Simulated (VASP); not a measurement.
# BeTe (F-43m) in VASP: notebook, part 2 of 2

VASP 6.6.1. Earlier steps stand in the parts before.

### 3 Single point, PBE

Input file INCAR:

```
  PREC = Accurate
  ENCUT = 520
  EDIFF = 1E-6
  ISMEAR = 0
  SIGMA = 0.026000000000000002
  LREAL = False
  LASPH = True
  NELM = 80
  ALGO = Normal
  ISIF = 2
  LWAVE = False
  LCHARG = False
  GGA = PE
  NBANDS = 11
```

Input file KPOINTS:

```
regular mesh
0
Gamma
  8 8 8
```

Input file POSCAR:

```
BeTe
1.0
    0.0000000000      2.7700000000      2.7700000000
    2.7700000000      0.0000000000      2.7700000000
    2.7700000000      2.7700000000      0.0000000000
Te Be
1 1
Direct
    0.7500000000      0.7500000000      0.7500000000
    0.0000000000      0.0000000000      0.0000000000
```

Potentials or basis: VASP PAW PBE potentials, release 64 (Te, Be).

The run is started by

```bash
cat potpaw_PBE.64/Te/POTCAR potpaw_PBE.64/Be/POTCAR > POTCAR
mpirun -np 1 vasp_std > vasp.out
```

OUTCAR:

```text
PREC = Accurate
   ENCUT = 520
   EDIFF = 1E-6
   ISMEAR = 0
   LREAL = False
   LASPH = True
   NELM = 80
   ISIF = 2
   GGA = PE

 ion  position               nearest neighbor table
   1  0.750  0.750  0.750-   2 2.40   2 2.40   2 2.40   2 2.40
   2  0.000  0.000  0.000-   1 2.40   1 2.40   1 2.40   1 2.40

  LATTYP: Found a face centered cubic cell.
 ALAT       =     5.5400000000

  Lattice vectors:

 A1 = (   0.0000000000,   2.7700000000,   2.7700000000)
 A2 = (   2.7700000000,   0.0000000000,   2.7700000000)
 A3 = (   2.7700000000,   2.7700000000,   0.0000000000)

Analysis of symmetry for initial positions (statically):
=====================================================================
 Subroutine PRICEL returns:
 Original cell was already a primitive cell.

 Routine SETGRP: Setting up the symmetry group for a
 face centered cubic supercell.

 Subroutine GETGRP returns: Found 24 space group operations
 (whereof 24 operations were pure point group operations)
 out of a pool of 48 trial point group operations.

The static configuration has the point symmetry T_d .

Analysis of symmetry for dynamics (positions and initial velocities):
=====================================================================
 Subroutine PRICEL returns:
 Original cell was already a primitive cell.

 Routine SETGRP: Setting up the symmetry group for a
 face centered cubic supercell.

 Subroutine GETGRP returns: Found 24 space group operations
 (whereof 24 operations were pure point group operations)
 out of a pool of 48 trial point group operations.

The dynamic configuration has the point symmetry T_d .

 Subroutine INISYM returns: Found 24 space group operations
 (whereof 24 operations are pure point group operations),
 and found     1 'primitive' translations

----------------------------------------------------------------------------------------

                                     Primitive cell

  volume of cell :      42.5079

  direct lattice vectors                    reciprocal lattice vectors
     0.000000000  2.770000000  2.770000000    -0.180505415  0.180505415  0.180505415
     2.770000000  0.000000000  2.770000000     0.180505415 -0.180505415  0.180505415
     2.770000000  2.770000000  0.000000000     0.180505415  0.180505415 -0.180505415

  length of vectors
     3.917371568  3.917371568  3.917371568     0.312644550  0.312644550  0.312644550

  position of ions in fractional coordinates (direct lattice)
     0.750000000  0.750000000  0.750000000
     0.000000000  0.000000000  0.000000000

  ion indices of the primitive-cell ions
   primitive index   ion index
                 1           1
                 2           2

----------------------------------------------------------------------------------------

 KPOINTS: regular mesh

Automatic generation of k-mesh.
 Grid dimensions read from file:
 generate k-points for:    8    8    8

 Generating k-lattice:

  Cartesian coordinates                     Fractional coordinates (reciprocal lattice)
    -0.022563177  0.022563177  0.022563177     0.125000000  0.000000000  0.000000000
     0.022563177 -0.022563177  0.022563177     0.000000000  0.125000000  0.000000000
     0.022563177  0.022563177 -0.022563177     0.000000000  0.000000000  0.125000000

  Length of vectors
     0.039080569  0.039080569  0.039080569

  Shift w.r.t. Gamma in fractional coordinates (k-lattice)
     0.000000000  0.000000000  0.000000000

 Subroutine IBZKPT returns following result:
 ===========================================

 Found     29 irreducible k-points:

 Following reciprocal coordinates:
            Coordinates               Weight
  0.000000  0.000000  0.000000      1.000000
  0.125000  0.000000  0.000000      8.000000
  0.250000  0.000000  0.000000      8.000000
  0.375000  0.000000  0.000000      8.000000
  0.500000  0.000000  0.000000      4.000000
  0.125000  0.125000  0.000000      6.000000
[... 16 lines left out ...]
  0.500000  0.250000  0.125000     48.000000
 -0.375000  0.250000  0.125000     24.000000
 [... further k-points ...]
   k-points           NKPTS =     29   k-points in BZ     NKDIM =     29   number of bands    NBANDS=     11
   number of dos      NEDOS =    301   number of ions     NIONS =      2
   total plane-waves  NPLWV =  27000
   dimension x,y,z NGX =    30 NGY =   30 NGZ =   30
   dimension x,y,z NGXF=    60 NGYF=   60 NGZF=   60
   ions per type =               1   1
   NGX,Y,Z   is equivalent  to a cutoff of  12.73, 12.73, 12.73 a.u.
   NGXF,Y,Z  is equivalent  to a cutoff of  25.46, 25.46, 25.46 a.u.
 SYSTEM =  unknown system
   PREC   = accura    normal or accurate (medium, high low for compatibility)
   ISTART =      0    job   : 0-new  1-cont  2-samecut
   ICHARG =      2    charge: 1-file 2-atom 10-const
   ISPIN  =      1    spin polarized calculation?
   LNONCOLLINEAR =      F non collinear calculations
   LSORBIT =      F    spin-orbit coupling
   LASPH  =      T    aspherical Exc in radial PAW
   ENCUT  =  520.0 eV  38.22 Ry    6.18 a.u.   7.28  7.28  7.28*2*pi/ulx,y,z
   NELM   =     80;   NELMIN=  2; NELMDL= -5     # of ELM steps
   EDIFF  = 0.1E-05   stopping-criterion for ELM
   LREAL  =      F    real-space projection
   EDIFFG = 0.1E-04   stopping-criterion for IOM
   NSW    =      0    number of steps for IOM
   IBRION =     -1    ionic relax: 0-MD 1-quasi-New 2-CG
   NFREE  =      0    steps in history (QN), initial steepest desc. (CG)
   ISIF   =      2    stress and relaxation
   ISYM   =      2    0-nonsym 1-usesym 2-fastsym
   POTIM  = 0.5000    time-step for ionic-motion
   TEBEG  =    0.0;   TEEND  =   0.0 temperature during run
   PSTRESS=    0.0 pullay stress
   NELECT =       8.0000    total number of electrons
   NUPDOWN=      -1.0000    fix difference up-down
   EMIN   =  10.00;   EMAX   =-10.00  energy-range for DOS
   EFERMI =   0.00;   METHOD = LEGACY
   ISMEAR =     0;   SIGMA  =   0.03  broadening in eV -4-tet -1-fermi 0-gaus
   EFERMI_NEDOS =   21; number of points for ismear=-14 and -15
   IALGO  =     38    algorithm
   IMIX   =      4    mixing-type and parameters
     AMIX     =   0.40;   BMIX     =  1.00
     AMIX_MAG =   1.60;   BMIX_MAG =  1.00
  volume/ion in A,a.u.               =      21.25       143.43
  Fermi-wavevector in a.u.,A,eV,Ry     =   0.938170  1.772885 11.975354  0.880164
  Thomas-Fermi vector in A             =   2.065355
   LORBIT       =      0    0 simple, 1 ext, 2 COOP (PROOUT), +10 PAW based schemes
   GGA     = PE    functional components
   LHFCALC =     F    Hartree Fock is set to
   AEXX    =    0.0000 exact exchange contribution
   IVDW    =     0    specifies the selected vdW correction
   LEPSILON=     F    determine dielectric tensor
   LRPA    =     F    only Hartree local field effects (RPA)
 non-spin polarized calculation
 Gauss-broadening in eV      SIGMA  =   0.03
  energy-cutoff  :      520.00
  volume of cell :       42.51
 maximum number of plane-waves:      1162
 NGX is ok and might be reduce to    30
   NGX = 15   NGY = 15   NGZ = 15

 number of electron       8.0000000 magnetization

 Free energy of the ion-electron system (eV)
  ---------------------------------------------------
  ext. energy  EPLUGINS =         0.00000000
  ---------------------------------------------------
  free energy    TOTEN  =        -7.58477383 eV

  energy without entropy =       -7.58477383  energy(sigma->0) =       -7.58477383

 E-fermi :   5.8562     XC(G=0):  -9.2569

 val. band max:        5.6645348220   @ k =   0.0000   0.0000   0.0000
 cond. band min:       7.5118091133   @ k =   0.5000   0.5000   0.0000
 fundamental gap:      1.8472742913
 Fermi energy:         5.8562415437

 k-point     1 :       0.0000    0.0000    0.0000
  band No.  band energies     occupation
      1      -6.9704      2.00000
      2       5.6645      2.00000
      3       5.6645      2.00000
      4       5.6645      2.00000
      5       9.2287      0.00000
      6       9.2287      0.00000
      7       9.2287      0.00000
      8       9.8556      0.00000
      9      14.0509      0.00000
     10      16.0119      0.00000
     11      16.0119      0.00000
[... 309 lines left out ...]
 k-point    24 :      -0.3750    0.2500    0.1250
  band No.  band energies     occupation
      1      -5.2330      2.00000
      2       0.2476      2.00000
      3       2.5866      2.00000
      4       3.6101      2.00000
      5       9.8499      0.00000
      6      10.1084      0.00000
      7      12.4872      0.00000
      8      13.5784      0.00000
      9      14.2612      0.00000
     10      17.3732      0.00000
     11      17.7599      0.00000

 [... further k-points ...]

------------------------ aborting loop because EDIFF is reached ----------------------------------------

  FORCE on cell =-STRESS in cart. coord.  units (eV):
  Direction    XX          YY          ZZ          XY          YZ          ZX
  --------------------------------------------------------------------------------------
  -------------------------------------------------------------------------------------
  Total        1.1817473      1.1817473      1.1817473      0.0000000      0.0000000      0.0000000
  in kB       44.5416102     44.5416102     44.5416102      0.0000000      0.0000000      0.0000000
  external PRESSURE =      44.5416102 kB  Pullay stress =       0.0000000 kB

 VOLUME and BASIS-vectors are now :
 -----------------------------------------------------------------------------
  energy-cutoff  :      520.00
  volume of cell :       42.51
      direct lattice vectors                 reciprocal lattice vectors
     0.000000000  2.770000000  2.770000000    -0.180505415  0.180505415  0.180505415
     2.770000000  0.000000000  2.770000000     0.180505415 -0.180505415  0.180505415
     2.770000000  2.770000000  0.000000000     0.180505415  0.180505415 -0.180505415

 POSITION                                       TOTAL-FORCE (eV/Angst)
 -----------------------------------------------------------------------------------
      4.15500      4.15500      4.15500        -0.000000     -0.000000     -0.000000
      0.00000      0.00000      0.00000         0.000000      0.000000      0.000000
 -----------------------------------------------------------------------------------
    total drift:                               -0.000000     -0.000000     -0.000000

  FREE ENERGIE OF THE ION-ELECTRON SYSTEM (eV)
  ---------------------------------------------------
  free  energy   TOTEN  =        -7.5847738278 eV

  energy  without entropy=       -7.5847738278  energy(sigma->0) =       -7.58477383
```

stdout:

```text
POSCAR found type information on POSCAR TeBe
 POSCAR found :  2 types and       2 ions
 scaLAPACK will be used
 LDA part: xc-table for (Slater+PW92), standard interpolation
 POSCAR, INCAR and KPOINTS ok, starting setup
 FFT: planning ... GRIDC
 FFT: planning ... GRID_SOFT
 FFT: planning ... GRID
 WAVECAR not read
 entering main loop
```

Wall time 16 s (1 thread of Intel Xeon 8259CL, shared host); peak memory 0.17 GiB.

Results:

* Free energy: -7.5848 eV
* Pressure: 4.5 GPa
* Band gap on the k mesh: 1.85 eV, indirect (least direct gap 3.56 eV)

Caveat: spin-orbit coupling is left out, which moves the levels of the heavy elements. As with any semilocal functional, this PBE gap is likely too small.

### 4 Single point, PBEsol

Input file INCAR:

```
SYSTEM = BeTe
  PREC = Accurate
  ENCUT = 520
  EDIFF = 1E-7
  ISMEAR = -1
  SIGMA = 0.05
  LREAL = .False.
  LASPH = .True.
  NELM = 80
  ALGO = Normal
  ISIF = 2
  LWAVE = .False.
  LCHARG = .False.
  GGA = PS
  NBANDS = 11
```

Input file KPOINTS:

```
regular mesh
0
Gamma
  6 6 6
  0 0 0
```

POSCAR is that of step 3.

The run is started by

```bash
cat potpaw_PBE.64/Te/POTCAR potpaw_PBE.64/Be/POTCAR > POTCAR
mpirun -np 1 vasp_std > vasp.out
```

Wall time 5.6 s (1 thread of AMD EPYC 9R45 (Zen 5), shared host); peak memory 0.13 GiB.

The run converged. Its results:

```
Free energy            : -8.1962 eV
Pressure               : 2.6 GPa
Band gap on the k mesh : 1.73 eV, indirect (least direct gap 3.55 eV)
```

Levels at points of the mesh, in eV from the valence-band top:
| k point | band 1 | band 2 | band 3 | band 4 | band 5 | band 6 | band 7 | band 8 |
| --- | --- | --- | --- | --- | --- | --- | --- | --- |
| (0.00, 0.00, 0.00) | -12.67 | 0.00 | 0.00 | 0.00 | 3.55 | 3.55 | 3.55 | 4.10 |
| (0.50, 0.00, 0.00) | -11.19 | -5.90 | -1.22 | -1.22 | 3.17 | 4.53 | 4.53 | 7.64 |
| (0.50, 0.50, 0.00) | -10.65 | -5.40 | -2.85 | -2.85 | 1.73 | 2.54 | 10.02 | 10.02 |

Caveat: the PAW data sets were made with another functional, which shifts forces and pressure a little; spin-orbit coupling is left out, which moves the levels of the heavy elements.

### 5 Single point, HSE06

POSCAR is that of step 4.

Input file INCAR.step1:

```
SYSTEM = BeTe
PREC = Accurate ; ENCUT = 520
EDIFF = 1E-5 ; ISMEAR = -1
SIGMA = 0.05 ; LREAL = .FALSE.
LASPH = .TRUE. ; NELM = 80
ALGO = Normal ; ISIF = 2
LWAVE = .TRUE. ; GGA = PE
NBANDS = 11
```

Input file INCAR.step2:

```
SYSTEM = BeTe
PREC = Accurate ; ENCUT = 520
EDIFF = 1E-7 ; ISMEAR = -1
SIGMA = 0.05 ; LREAL = .FALSE.
LASPH = .TRUE. ; NELM = 80
ALGO = Normal ; ISIF = 2
LWAVE = .FALSE. ; LCHARG = .TRUE.
GGA = PE ; LHFCALC = .TRUE.
HFSCREEN = 0.2079 ; PRECFOCK = Normal
LELF = .TRUE. ; LVHAR = .TRUE.
ISTART = 1 ; NBANDS = 11
```

Input file KPOINTS:

```
regular mesh
0
G
  6 6 6
  0 0 0
```

The run is started by

```bash
cat potpaw_PBE.64/Te/POTCAR potpaw_PBE.64/Be/POTCAR > POTCAR
cp INCAR.step1 INCAR
mpirun -np 1 vasp_std > vasp.out
cp INCAR.step2 INCAR
mpirun -np 1 vasp_std > vasp.out
```

It took 13 min on 1 thread of AMD EPYC 9R45 (Zen 5), shared host; peak memory 0.27 GiB.

Results (log left out):

```yaml
Free_energy: -8.7335 eV
Pressure: 3.2 GPa
Band_gap_on_the_k_mesh: 2.50 eV, indirect (least direct gap 4.42 eV)
```

Levels at points of the mesh, in eV from the valence-band top:
| k point | band 2 | band 3 | band 4 | band 5 | band 6 | band 7 |
| --- | --- | --- | --- | --- | --- | --- |
| (0.00, 0.00, 0.00) | 0.00 | 0.00 | 0.00 | 4.42 | 4.42 | 4.42 |
| (0.50, 0.00, 0.00) | -6.46 | -1.32 | -1.32 | 3.97 | 5.44 | 5.44 |
| (0.50, 0.50, 0.00) | -5.96 | -3.09 | -3.09 | 2.50 | 3.30 | 11.41 |

Caveat: the PAW data sets were made with another functional, which shifts forces and pressure a little; spin-orbit coupling is left out, which moves the levels of the heavy elements.

### 6 Single point, PBE0

POSCAR is that of step 5.

Input file INCAR.step1:

```
  PREC = Accurate
  ENCUT = 520
  EDIFF = 1E-5
  ISMEAR = -1
  SIGMA = 0.05
  LREAL = F
  LASPH = T
  NELM = 60
  ALGO = Normal
  ISIF = 2
  LWAVE = T
  LCHARG = F
  GGA = PE
  NBANDS = 11
```

Input file INCAR.step2:

```
  PREC = Accurate
  ENCUT = 520
  EDIFF = 1E-6
  ISMEAR = -1
  SIGMA = 0.05
  LREAL = F
  LASPH = T
  NELM = 60
  ALGO = Normal
  ISIF = 2
  LWAVE = F
  LCHARG = F
  GGA = PE
  LHFCALC = T
  AEXX = 0.25
  PRECFOCK = Normal
  ISTART = 1
  NBANDS = 11
```

Input file KPOINTS:

```
Automatic mesh
0
Gamma
  6 6 6
```

Potentials or basis: VASP PAW PBE potentials, release 64 (Te, Be).

The run is started by

```bash
cat potpaw_PBE.64/Te/POTCAR potpaw_PBE.64/Be/POTCAR > POTCAR
cp INCAR.step1 INCAR
mpirun -np 1 vasp_std > vasp.out
cp INCAR.step2 INCAR
mpirun -np 1 vasp_std > vasp.out
```

Wall time 8.9 min (1 thread of AMD EPYC 9R45 (Zen 5), shared host); peak memory 0.17 GiB.

Results (log left out):

```yaml
Free_energy: -9.3222 eV
Pressure: 3.1 GPa
Band_gap_on_the_k_mesh: 3.18 eV, indirect (least direct gap 5.11 eV)
```

Levels at points of the mesh, in eV from the valence-band top:
```csv
k point,band 2,band 3,band 4,band 5,band 6,band 7
"(0.00, 0.00, 0.00)",0.00,0.00,0.00,5.11,5.11,5.11
"(0.50, 0.00, 0.00)",-6.55,-1.34,-1.34,4.65,6.15,6.15
"(0.50, 0.50, 0.00)",-6.04,-3.13,-3.13,3.18,3.99,12.16
```

Caveat: the PAW data sets were made with another functional, which shifts forces and pressure a little; spin-orbit coupling is left out, which moves the levels of the heavy elements. A k mesh can miss the band edges.

### 7 The runs side by side

```tsv
level	k mesh	smearing	grid for exact exchange (PRECFOCK)	screening parameter	gap on the mesh (eV)	pressure (GPa)
HSE06	4 × 4 × 4	methfessel-paxton 0.05 eV	Normal	0.2079 1/Å	2.52	3.6
PBE	8 × 8 × 8	gaussian 0.026 eV	-	-	1.85	4.5
PBEsol	6 × 6 × 6	fermi-dirac 0.05 eV	-	-	1.73	2.6
HSE06	6 × 6 × 6	fermi-dirac 0.05 eV	Normal	0.2079 1/Å	2.50	3.2
PBE0	6 × 6 × 6	fermi-dirac 0.05 eV	Normal	-	3.18	3.1
```

Alike in all rows: task single point; potentials or basis VASP PAW PBE potentials, release 64 (Te, Be); no spin polarisation; cell as given; cutoff (eV) 520.

Caveats: some runs use coarse meshes; spin-orbit coupling is left out, which moves the levels of the heavy elements; the PAW data sets were made with another functional, which shifts forces and pressure a little (some runs).

Absolute energies hang on the potentials; compare differences alone.
